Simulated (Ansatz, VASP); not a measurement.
**One calculation of Si5C, two programs**

```xyz
6
Lattice="4.5290 0.0000 0.0000 -2.2645 3.9223 0.0000 0.0000 0.0000 4.3305" Properties=species:S:1:pos:R:3 pbc="T T T"
Si    0.0000    2.6148    0.0000
Si    2.2645    1.3074    0.0000
Si    1.5321    2.6537    2.1652
Si    1.4648    0.0000    2.1652
Si   -0.7324    1.2685    2.1652
C     0.0000    0.0000    0.0000
```

Alike in both runs: functional PBE; k mesh 6 × 6 × 4; occupations gaussian, width 0.1 eV; no spin polarisation.

Ansatz relaxed the structure, and its values are those at the end. VASP's run is a single point on that final structure, the one shown.

```csv
,VASP,Ansatz
version,VASP 6.6.1,Ansatz 0.2.0
potentials or method,"VASP PAW PBE potentials, release 64 (Si, C), cutoff 520 eV","scalar-relativistic, plane waves, PAW"
valence electrons in the cell,24,24
```

```csv
,VASP,Ansatz,Ansatz less VASP
gap on the k mesh at the Fermi level (eV),none,none,-
pressure (GPa),-0.1,0.0,+0.04
rms of the force components (eV/Å),0.008,0.008,+0.0003
```

A gap of «none» marks a metal or a gap that the smearing closes.

The k mesh is coarse, so the values compare programs but aren't converged.
